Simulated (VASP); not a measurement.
Write the native input for VASP 6.6.1 that does the following.

```
Task                   : single point
Functional             : PBE
Potentials or basis    : VASP PAW PBE potentials, release 64 (Al, N)
Cutoff                 : 520 eV
k mesh                 : 10 × 10 × 6
Occupations            : gaussian, width 0.01 eV
Spin                   : no spin polarisation
Dipole correction      : no
Further INCAR settings : ALGO = Normal; EDIFF = 1e-06; NBANDS = 16
```

The structure of AlN (AlN (P6_3mc)) lies in POSCAR:

```
AlN
1.0
    3.1297569663      0.0000000289      0.0000000000
   -1.5648785082      2.7104490260      0.0000000000
    0.0000000000      0.0000000000      5.0174032534
Al N
2 2
Direct
    0.6666666667      0.3333333333      0.4992353735
    0.3333333333      0.6666666667      0.9992353735
    0.6666666667      0.3333333333      0.8807646265
    0.3333333333      0.6666666667      0.3807646265
```

The input as run:

INCAR

```
SYSTEM = AlN
PREC = Accurate ; ENCUT = 520
EDIFF = 1E-6 ; ISMEAR = 0
SIGMA = 0.01 ; LREAL = .False.
LASPH = .True. ; NELM = 80
ALGO = Normal ; ISIF = 2
LWAVE = .False. ; LCHARG = .False.
GGA = PE ; NBANDS = 16
```

KPOINTS

```
Automatic mesh
0
Gamma
  10 10 6
  0 0 0
```

Potentials or basis: VASP PAW PBE potentials, release 64 (Al, N).

Launch:

```sh
$ cat potpaw_PBE.64/Al/POTCAR potpaw_PBE.64/N/POTCAR > POTCAR
$ mpirun -np 1 vasp_std > vasp.out
```

It gave:

```json
{"Pressure": "-0.2 GPa", "Band gap on the k mesh": "4.05 eV, direct"}
```

Run time: 23 s on 1 thread of Intel(R) Xeon(R) Platinum 8259CL CPU @ 2.50GHz (Skylake/Cascade Lake), with other jobs on the host, peak memory 0.17 GiB.
